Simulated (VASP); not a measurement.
# TiO2 (P4_2/mnm) in VASP: a series of runs

Runs on TiO2. Level: PBE+U. Tasks: single point.

All numbers are computed with VASP 6.6.1; they aren't measurements. Logs are shortened: lines on timing, memory, paths and dates and some standing lists are left out, and cuts for length are marked.

## (1) The cell of the first run

The structure is tetragonal, space group P4_2/mnm (No. 136). The conventional cell has a = 4.642 Å, b = 4.642 Å, c = 3.006 Å, α = 90.00°, β = 90.00°, γ = 90.00°. Ti (site symmetry mmm) has 6 O at 1.97 to 2.01 Å within 2.6 Å. O (site symmetry m2m) has 3 Ti at 1.97 to 2.01 Å and 1 O at 2.55 Å within 2.6 Å.

## (2) Single point, PBE+U

File INCAR:

```
SYSTEM = TiO2
PREC = Accurate
ENCUT = 520
EDIFF = 1E-6
ISMEAR = 0
SIGMA = 0.1
LREAL = .FALSE.
LASPH = .TRUE.
NELM = 150
ALGO = Normal
ISIF = 2
LWAVE = .FALSE.
LCHARG = .TRUE.
LMAXMIX = 4
LDAU = .TRUE.
LDAUTYPE = 2
LDAUL = 2 -1
LDAUU = 4 0
LDAUJ = 0 0
LDAUPRINT = 1
GGA = PE
LELF = .TRUE.
LVHAR = .TRUE.
NBANDS = 33
```

File KPOINTS:

```
Automatic mesh
0
G
  4 4 6
  0 0 0
```

File POSCAR:

```
TiO2
1.0
    4.6417050827      0.0000000000      0.0000000000
    0.0000000000      4.6417050827      0.0000000000
    0.0000000000      0.0000000000      3.0055525033
Ti O
2 4
Direct
    0.0000000000      0.0000000000      0.0000000000
    0.5000000000      0.5000000000      0.5000000000
    0.3057884315      0.3057884315      0.0000000000
    0.1942115685      0.8057884315      0.5000000000
    0.6942115685      0.6942115685      0.0000000000
    0.8057884315      0.1942115685      0.5000000000
```

Potentials or basis: VASP PAW PBE potentials, release 64 (Ti_sv, O).

Launch:

```console
cat potpaw_PBE.64/Ti_sv/POTCAR potpaw_PBE.64/O/POTCAR > POTCAR
mpirun -np 1 vasp_std > vasp.out
```

OUTCAR:

```text
SYSTEM = TiO2
   PREC = Accurate
   ENCUT = 520
   EDIFF = 1E-6
   ISMEAR = 0
   LREAL = .FALSE.
   LASPH = .TRUE.
   NELM = 150
   ISIF = 2
   GGA = PE

 ion  position               nearest neighbor table
   1  0.000  0.000  0.000-   4 1.97   6 1.97   4 1.97   6 1.97   5 2.01   3 2.01
   2  0.500  0.500  0.500-   3 1.97   5 1.97   3 1.97   5 1.97   4 2.01   6 2.01
   3  0.306  0.306  0.000-   2 1.97   2 1.97   1 2.01
   4  0.194  0.806  0.500-   1 1.97   1 1.97   2 2.01
   5  0.694  0.694  0.000-   2 1.97   2 1.97   1 2.01
   6  0.806  0.194  0.500-   1 1.97   1 1.97   2 2.01

  LATTYP: Found a simple tetragonal cell.
 ALAT       =     4.6417050827
 C/A-ratio  =     0.6475104406

  Lattice vectors:

 A1 = (   4.6417050827,   0.0000000000,   0.0000000000)
 A2 = (   0.0000000000,   4.6417050827,   0.0000000000)
 A3 = (   0.0000000000,   0.0000000000,   3.0055525033)

Analysis of symmetry for initial positions (statically):
=====================================================================
 Subroutine PRICEL returns:
 Original cell was already a primitive cell.

 Routine SETGRP: Setting up the symmetry group for a
 simple tetragonal supercell.

 Subroutine GETGRP returns: Found 16 space group operations
 (whereof  8 operations were pure point group operations)
 out of a pool of 16 trial point group operations.

The static configuration has the point symmetry D_2h.
 The point group associated with its full space group is D_4h.

Analysis of symmetry for dynamics (positions and initial velocities):
=====================================================================
 Subroutine PRICEL returns:
 Original cell was already a primitive cell.

 Routine SETGRP: Setting up the symmetry group for a
 simple tetragonal supercell.

 Subroutine GETGRP returns: Found 16 space group operations
 (whereof  8 operations were pure point group operations)
 out of a pool of 16 trial point group operations.

The dynamic configuration has the point symmetry D_2h.
 The point group associated with its full space group is D_4h.

 Subroutine INISYM returns: Found 16 space group operations
 (whereof  8 operations are pure point group operations),
 and found     1 'primitive' translations

----------------------------------------------------------------------------------------

                                     Primitive cell

  volume of cell :      64.7559

  direct lattice vectors                    reciprocal lattice vectors
     4.641705083  0.000000000  0.000000000     0.215438073  0.000000000  0.000000000
     0.000000000  4.641705083  0.000000000     0.000000000  0.215438073  0.000000000
     0.000000000  0.000000000  3.005552503     0.000000000  0.000000000  0.332717528

  length of vectors
     4.641705083  4.641705083  3.005552503     0.215438073  0.215438073  0.332717528

  position of ions in fractional coordinates (direct lattice)
     0.000000000  0.000000000  0.000000000
     0.500000000  0.500000000  0.500000000
     0.305788431  0.305788431  0.000000000
     0.194211569  0.805788431  0.500000000
     0.694211569  0.694211569  0.000000000
     0.805788431  0.194211569  0.500000000

  ion indices of the primitive-cell ions
   primitive index   ion index
                 1           1
                 2           2
                 3           3
                 4           4
                 5           5
                 6           6

----------------------------------------------------------------------------------------

 KPOINTS: Automatic mesh

Automatic generation of k-mesh.
 Grid dimensions read from file:
 generate k-points for:    4    4    6

 Generating k-lattice:

  Cartesian coordinates                     Fractional coordinates (reciprocal lattice)
     0.053859518  0.000000000  0.000000000     0.250000000  0.000000000  0.000000000
     0.000000000  0.053859518  0.000000000     0.000000000  0.250000000  0.000000000
     0.000000000  0.000000000  0.055452921     0.000000000  0.000000000  0.166666667

  Length of vectors
     0.053859518  0.053859518  0.055452921

[... 57 lines left out ...]
   NFREE  =      0    steps in history (QN), initial steepest desc. (CG)
   ISIF   =      2    stress and relaxation
   ISYM   =      2    0-nonsym 1-usesym 2-fastsym
   POTIM  = 0.5000    time-step for ionic-motion
   TEBEG  =    0.0;   TEEND  =   0.0 temperature during run
   PSTRESS=    0.0 pullay stress
   NELECT =      48.0000    total number of electrons
   NUPDOWN=      -1.0000    fix difference up-down
   EMIN   =  10.00;   EMAX   =-10.00  energy-range for DOS
   EFERMI =   0.00;   METHOD = LEGACY
   ISMEAR =     0;   SIGMA  =   0.10  broadening in eV -4-tet -1-fermi 0-gaus
   EFERMI_NEDOS =   21; number of points for ismear=-14 and -15
   IALGO  =     38    algorithm
   IMIX   =      4    mixing-type and parameters
     AMIX     =   0.40;   BMIX     =  1.00
     AMIX_MAG =   1.60;   BMIX_MAG =  1.00
  volume/ion in A,a.u.               =      10.79        72.83
  Fermi-wavevector in a.u.,A,eV,Ry     =   1.481593  2.799804 29.866371  2.195116
  Thomas-Fermi vector in A             =   2.595484
   LORBIT       =      0    0 simple, 1 ext, 2 COOP (PROOUT), +10 PAW based schemes
 LDA+U is selected, type is set to LDAUTYPE =  2
   angular momentum for each species LDAUL =     2   -1
   U (eV)           for each species LDAUU =   4.0  0.0
   J (eV)           for each species LDAUJ =   0.0  0.0
   GGA     = PE    functional components
   LHFCALC =     F    Hartree Fock is set to
   AEXX    =    0.0000 exact exchange contribution
   IVDW    =     0    specifies the selected vdW correction
   LEPSILON=     F    determine dielectric tensor
   LRPA    =     F    only Hartree local field effects (RPA)
 non-spin polarized calculation
 Gauss-broadening in eV      SIGMA  =   0.10
  energy-cutoff  :      520.00
  volume of cell :       64.76
 maximum number of plane-waves:      1764
 NGX is ok and might be reduce to    36
   NGX = 17   NGY = 17   NGZ = 11

atom =   1  type =  1  l = 2

 onsite density matrix

spin component  1

  0.1892  0.0000 -0.0746  0.0000 -0.0000
  0.0000  0.1822  0.0000 -0.0855  0.0000
 -0.0746  0.0000  0.1269  0.0000  0.0000
  0.0000 -0.0855  0.0000  0.1822  0.0000
 -0.0000  0.0000  0.0000  0.0000  0.0981

spin component  2

  0.1892  0.0000 -0.0746  0.0000 -0.0000
  0.0000  0.1822  0.0000 -0.0855  0.0000
 -0.0746  0.0000  0.1269  0.0000  0.0000
  0.0000 -0.0855  0.0000  0.1822  0.0000
 -0.0000  0.0000  0.0000  0.0000  0.0981

 occupancies and eigenvectors

  o =  0.0772  v = -0.5545  0.0000 -0.8322  0.0000 -0.0000  0.0000  0.0000  0.0000  0.0000  0.0000      0.0000  0.0000  0.0000  0.0000  0.0000  0.0000  0.0000  0.0000  0.0000  0.0000
  o =  0.0772  v =  0.0000  0.0000  0.0000  0.0000  0.0000 -0.5545  0.0000 -0.8322  0.0000 -0.0000      0.0000  0.0000  0.0000  0.0000  0.0000  0.0000  0.0000  0.0000  0.0000  0.0000
  o =  0.0967  v =  0.0000 -0.7071  0.0000 -0.7071  0.0000  0.0000  0.0000  0.0000  0.0000  0.0000      0.0000  0.0000  0.0000  0.0000  0.0000  0.0000  0.0000  0.0000  0.0000  0.0000
  o =  0.0967  v =  0.0000  0.0000  0.0000  0.0000  0.0000  0.0000 -0.7071  0.0000 -0.7071  0.0000      0.0000  0.0000  0.0000  0.0000  0.0000  0.0000  0.0000  0.0000  0.0000  0.0000
  o =  0.0981  v =  0.0000 -0.0000  0.0000  0.0000 -1.0000  0.0000  0.0000  0.0000  0.0000  0.0000      0.0000  0.0000  0.0000  0.0000  0.0000  0.0000  0.0000  0.0000  0.0000  0.0000
  o =  0.0981  v =  0.0000  0.0000  0.0000  0.0000  0.0000  0.0000 -0.0000  0.0000  0.0000 -1.0000      0.0000  0.0000  0.0000  0.0000  0.0000  0.0000  0.0000  0.0000  0.0000  0.0000
  o =  0.2390  v = -0.8322  0.0000  0.5545  0.0000  0.0000  0.0000  0.0000  0.0000  0.0000  0.0000      0.0000  0.0000  0.0000  0.0000  0.0000  0.0000  0.0000  0.0000  0.0000  0.0000
  o =  0.2390  v =  0.0000  0.0000  0.0000  0.0000  0.0000 -0.8322  0.0000  0.5545  0.0000  0.0000      0.0000  0.0000  0.0000  0.0000  0.0000  0.0000  0.0000  0.0000  0.0000  0.0000
  o =  0.2676  v =  0.0000  0.0000  0.0000  0.0000  0.0000  0.0000 -0.7071  0.0000  0.7071  0.0000      0.0000  0.0000  0.0000  0.0000  0.0000  0.0000  0.0000  0.0000  0.0000  0.0000
  o =  0.2676  v =  0.0000 -0.7071  0.0000  0.7071  0.0000  0.0000  0.0000  0.0000  0.0000  0.0000      0.0000  0.0000  0.0000  0.0000  0.0000  0.0000  0.0000  0.0000  0.0000  0.0000

atom =   2  type =  1  l = 2

 onsite density matrix

spin component  1

  0.1892  0.0000  0.0746  0.0000  0.0000
  0.0000  0.1822  0.0000  0.0855  0.0000
  0.0746  0.0000  0.1269  0.0000 -0.0000
  0.0000  0.0855  0.0000  0.1822  0.0000
  0.0000  0.0000 -0.0000  0.0000  0.0981

spin component  2

  0.1892  0.0000  0.0746  0.0000  0.0000
  0.0000  0.1822  0.0000  0.0855  0.0000
  0.0746  0.0000  0.1269  0.0000 -0.0000
  0.0000  0.0855  0.0000  0.1822  0.0000
  0.0000  0.0000 -0.0000  0.0000  0.0981

 occupancies and eigenvectors

  o =  0.0772  v = -0.5545  0.0000  0.8322  0.0000  0.0000  0.0000  0.0000  0.0000  0.0000  0.0000      0.0000  0.0000  0.0000  0.0000  0.0000  0.0000  0.0000  0.0000  0.0000  0.0000
  o =  0.0772  v =  0.0000  0.0000  0.0000  0.0000  0.0000 -0.5545  0.0000  0.8322  0.0000  0.0000      0.0000  0.0000  0.0000  0.0000  0.0000  0.0000  0.0000  0.0000  0.0000  0.0000
  o =  0.0967  v =  0.0000 -0.7071 -0.0000  0.7071  0.0000  0.0000  0.0000  0.0000  0.0000  0.0000      0.0000  0.0000  0.0000  0.0000  0.0000  0.0000  0.0000  0.0000  0.0000  0.0000
  o =  0.0967  v =  0.0000  0.0000  0.0000  0.0000  0.0000  0.0000 -0.7071 -0.0000  0.7071  0.0000      0.0000  0.0000  0.0000  0.0000  0.0000  0.0000  0.0000  0.0000  0.0000  0.0000
  o =  0.0981  v =  0.0000 -0.0000  0.0000  0.0000 -1.0000  0.0000  0.0000  0.0000  0.0000  0.0000      0.0000  0.0000  0.0000  0.0000  0.0000  0.0000  0.0000  0.0000  0.0000  0.0000
  o =  0.0981  v =  0.0000  0.0000  0.0000  0.0000  0.0000  0.0000 -0.0000  0.0000  0.0000 -1.0000      0.0000  0.0000  0.0000  0.0000  0.0000  0.0000  0.0000  0.0000  0.0000  0.0000
  o =  0.2390  v = -0.8322  0.0000 -0.5545  0.0000 -0.0000  0.0000  0.0000  0.0000  0.0000  0.0000      0.0000  0.0000  0.0000  0.0000  0.0000  0.0000  0.0000  0.0000  0.0000  0.0000
  o =  0.2390  v =  0.0000  0.0000  0.0000  0.0000  0.0000 -0.8322  0.0000 -0.5545  0.0000 -0.0000      0.0000  0.0000  0.0000  0.0000  0.0000  0.0000  0.0000  0.0000  0.0000  0.0000
  o =  0.2676  v =  0.0000  0.0000  0.0000  0.0000  0.0000  0.0000  0.7071 -0.0000  0.7071  0.0000      0.0000  0.0000  0.0000  0.0000  0.0000  0.0000  0.0000  0.0000  0.0000  0.0000
  o =  0.2676  v =  0.0000  0.7071 -0.0000  0.7071  0.0000  0.0000  0.0000  0.0000  0.0000  0.0000      0.0000  0.0000  0.0000  0.0000  0.0000  0.0000  0.0000  0.0000  0.0000  0.0000

 number of electron      48.0000027 magnetization

 Free energy of the ion-electron system (eV)
  ---------------------------------------------------
  ext. energy  EPLUGINS =         0.00000000
  ---------------------------------------------------
  free energy    TOTEN  =       -48.44669810 eV

  energy without entropy =      -48.44669810  energy(sigma->0) =      -48.44669810

 E-fermi :   5.3117     XC(G=0): -11.2319

 val. band max:        4.7882512022   @ k =   0.0000   0.0000   0.0000
 cond. band min:       7.1030380783   @ k =   0.0000   0.0000   0.0000
 fundamental gap:      2.3147868761
 Fermi energy:         5.3117454657

 k-point     1 :       0.0000    0.0000    0.0000
  band No.  band energies     occupation
      1     -53.3233      2.00000
      2     -53.3101      2.00000
      3     -29.5447      2.00000
      4     -29.5447      2.00000
      5     -29.4156      2.00000
      6     -29.4156      2.00000
[... 853 lines left out ...]
     32      10.3181      0.00000
     33      10.3734      0.00000

------------------------ aborting loop because EDIFF is reached ----------------------------------------

  FORCE on cell =-STRESS in cart. coord.  units (eV):
  Direction    XX          YY          ZZ          XY          YZ          ZX
  --------------------------------------------------------------------------------------
  -------------------------------------------------------------------------------------
  Total        1.5059929      1.5059929      1.8518505      0.0000000      0.0000000      0.0000000
  in kB       37.2609663     37.2609663     45.8181032      0.0000000      0.0000000      0.0000000
  external PRESSURE =      40.1133453 kB  Pullay stress =       0.0000000 kB

 VOLUME and BASIS-vectors are now :
 -----------------------------------------------------------------------------
  energy-cutoff  :      520.00
  volume of cell :       64.76
      direct lattice vectors                 reciprocal lattice vectors
     4.641705083  0.000000000  0.000000000     0.215438073  0.000000000  0.000000000
     0.000000000  4.641705083  0.000000000     0.000000000  0.215438073  0.000000000
     0.000000000  0.000000000  3.005552503     0.000000000  0.000000000  0.332717528

 POSITION                                       TOTAL-FORCE (eV/Angst)
 -----------------------------------------------------------------------------------
      0.00000      0.00000      0.00000        -0.000000     -0.000000      0.000000
      2.32085      2.32085      1.50278        -0.000000     -0.000000      0.000000
      1.41938      1.41938      0.00000        -0.117704     -0.117704     -0.000000
      0.90147      3.74023      1.50278         0.117704     -0.117704      0.000000
      3.22233      3.22233      0.00000         0.117704      0.117704      0.000000
      3.74023      0.90147      1.50278        -0.117704      0.117704      0.000000
 -----------------------------------------------------------------------------------
    total drift:                               -0.000000      0.000000      0.000000

  FREE ENERGIE OF THE ION-ELECTRON SYSTEM (eV)
  ---------------------------------------------------
  free  energy   TOTEN  =       -48.4466981044 eV

  energy  without entropy=      -48.4466981044  energy(sigma->0) =      -48.44669810
```

It took 39 s on 1 thread of AMD EPYC 7R13 (Zen 3), shared host; peak memory 0.16 GiB.

Results:

```
Free energy            : -48.4467 eV
Pressure               : 4.0 GPa
Largest force          : 0.166 eV/Å
Band gap on the k mesh : 2.31 eV, direct
```

Forces on the atoms (eV/Å):
```
Ti   0.000  0.000  0.000
Ti   0.000  0.000  0.000
O   -0.118 -0.118  0.000
O    0.118 -0.118  0.000
O    0.118  0.118  0.000
O   -0.118  0.118  0.000
```

Stress tensor (GPa, compression positive):
```
3.73 0.00 0.00
0.00 3.73 0.00
0.00 0.00 4.58
```

Levels at points of the mesh, in eV from the valence-band top:
```
           k point  band 21  band 22  band 23  band 24  band 25  band 26  band 27  band 28
(0.00, 0.00, 0.00)    -0.83    -0.50    -0.50     0.00     2.31     2.54     2.83     2.88
(0.50, 0.00, 0.00)    -1.69    -1.69    -0.75    -0.75     2.90     2.90     3.37     3.37
(0.50, 0.50, 0.00)    -1.44    -1.44    -1.13    -1.13     2.32     2.32     2.90     2.90
(0.00, 0.00, 0.50)    -2.22    -2.22    -1.45    -1.45     3.29     3.29     3.53     3.53
(0.50, 0.00, 0.50)    -1.94    -1.94    -1.04    -1.04     2.34     2.34     3.58     3.58
(0.50, 0.50, 0.50)    -1.18    -1.18    -0.73    -0.73     2.95     2.95     3.54     3.54
```

Eigenvalues of the final occupation matrices:
```tsv
site	spin	trace	eigenvalues
site 1 d	1	0.78	0.08 0.10 0.10 0.24 0.27
site 1 d	2	0.78	0.08 0.10 0.10 0.24 0.27
site 2 d	1	0.78	0.08 0.10 0.10 0.24 0.27
site 2 d	2	0.78	0.08 0.10 0.10 0.24 0.27
```

A k mesh can miss the band edges.

## (3) Single point, PBE+U

File INCAR:

```
  ALGO = Normal
  EDIFF = 1E-7
  ENCUT = 520
  GGA = PE
  ISIF = 2
  ISMEAR = 0
  LASPH = T
  LCHARG = T
  LDAU = T
  LDAUJ = 0 0
  LDAUL = 2 -1
  LDAUPRINT = 1
  LDAUTYPE = 2
  LDAUU = 4 0
  LELF = T
  LMAXMIX = 4
  LREAL = F
  LVHAR = T
  LWAVE = F
  NBANDS = 33
  NELM = 150
  PREC = Accurate
  SIGMA = 0.02
```

File KPOINTS:

```
k-points
0
Gamma
  6 6 10
```

File POSCAR:

```
TiO2
1.0
    4.6403824120      0.0000000000      0.0000000000
    0.0000000000      4.6403824120      0.0000000000
    0.0000000000      0.0000000000      3.0063836717
Ti O
2 4
Direct
    0.0000000000      0.0000000000      0.0000000000
    0.5000000000      0.5000000000      0.5000000000
    0.3056475955      0.3056475955      0.0000000000
    0.1943524045      0.8056475955      0.5000000000
    0.6943524045      0.6943524045      0.0000000000
    0.8056475955      0.1943524045      0.5000000000
```

Potentials or basis: VASP PAW PBE potentials, release 64 (Ti_sv, O).

Launch:

```console
cat potpaw_PBE.64/Ti_sv/POTCAR potpaw_PBE.64/O/POTCAR > POTCAR
mpirun -np 1 vasp_std > vasp.out
```

It took 77 s on 1 thread of AMD EPYC 9R45 (Zen 5), shared host; peak memory 0.21 GiB.

Results (log left out):

```
Free energy            : -48.4474 eV
Pressure               : 4.0 GPa
Largest force          : 0.147 eV/Å
Band gap on the k mesh : 2.31 eV, direct
```

Forces on the atoms (eV/Å):
```
Ti   0.000  0.000  0.000
Ti   0.000  0.000  0.000
O   -0.104 -0.104  0.000
O    0.104 -0.104  0.000
O    0.104  0.104  0.000
O   -0.104  0.104  0.000
```

Stress tensor (GPa, compression positive):
```
3.77 0.00 0.00
0.00 3.77 0.00
0.00 0.00 4.45
```

Levels at points of the mesh, in eV from the valence-band top:
```tsv
k point	band 20	band 21	band 22	band 23	band 24	band 25	band 26	band 27	band 28	band 29
(0.00, 0.00, 0.00)	-2.13	-0.83	-0.50	-0.50	0.00	2.31	2.54	2.82	2.88	2.88
(0.50, 0.00, 0.00)	-3.03	-1.70	-1.70	-0.75	-0.75	2.90	2.90	3.37	3.37	3.84
(0.50, 0.50, 0.00)	-1.97	-1.45	-1.45	-1.13	-1.13	2.31	2.31	2.89	2.89	4.07
(0.00, 0.00, 0.50)	-2.74	-2.23	-2.23	-1.45	-1.45	3.29	3.29	3.52	3.52	3.93
(0.50, 0.00, 0.50)	-2.50	-1.95	-1.95	-1.04	-1.04	2.34	2.34	3.57	3.57	4.12
(0.50, 0.50, 0.50)	-2.71	-1.19	-1.19	-0.73	-0.73	2.95	2.95	3.53	3.53	3.60
```

Eigenvalues of the final occupation matrices:
```tsv
site	spin	trace	eigenvalues
site 1 d	1	0.78	0.08 0.10 0.10 0.24 0.27
site 1 d	2	0.78	0.08 0.10 0.10 0.24 0.27
site 2 d	1	0.78	0.08 0.10 0.10 0.24 0.27
site 2 d	2	0.78	0.08 0.10 0.10 0.24 0.27
```
